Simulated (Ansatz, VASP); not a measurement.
Hf2Ti2Ge3 in VASP and in Ansatz

```xyz
7
Lattice="4.4045 0.0000 0.0000 -2.2023 3.8144 0.0000 0.0000 0.0000 8.7898" Properties=species:S:1:pos:R:3 pbc="T T T"
Hf    0.0000    0.0000    1.5637
Hf    0.0000    0.0000    7.2261
Ti    0.0000    2.5430    5.2866
Ti    2.2023    1.2715    3.5032
Ge    0.0000    0.0000    4.3949
Ge    0.0000    2.5430    2.2944
Ge    2.2023    1.2715    6.4953
```

Alike in both runs: functional PBE; k mesh 4 × 4 × 2; occupations gaussian, width 0.2 eV; no spin polarisation.

Ansatz relaxed the structure, and its values are those at the end. VASP's run is a single point on that final structure, the one shown.

|  | VASP | Ansatz |
| --- | --- | --- |
| version | VASP 6.6.1 | Ansatz 0.2.0 |
| potentials or method | VASP PAW PBE potentials, release 64 (Hf_pv, Ti_sv, Ge_d), cutoff 520 eV | scalar-relativistic, plane waves, PAW |
| valence electrons in the cell | 86 | 118 |

|  | VASP | Ansatz | Ansatz less VASP |
| --- | --- | --- | --- |
| gap on the k mesh at the Fermi level (eV) | none | none | - |
| pressure (GPa) | -0.4 | -0.2 | +0.16 |
| rms of the force components (eV/Å) | 0.041 | 0.037 | -0.0041 |

A gap of «none» marks a metal or a gap that the smearing closes. With one functional, cell and mesh, what is left measures potentials, basis and numerics. VASP's potentials hold 86 valence electrons a cell and Ansatz's 118, so a difference there can come from the potentials and not from the codes.

The k mesh is coarse, so the values compare programs but aren't converged. Spin-orbit coupling is off throughout.
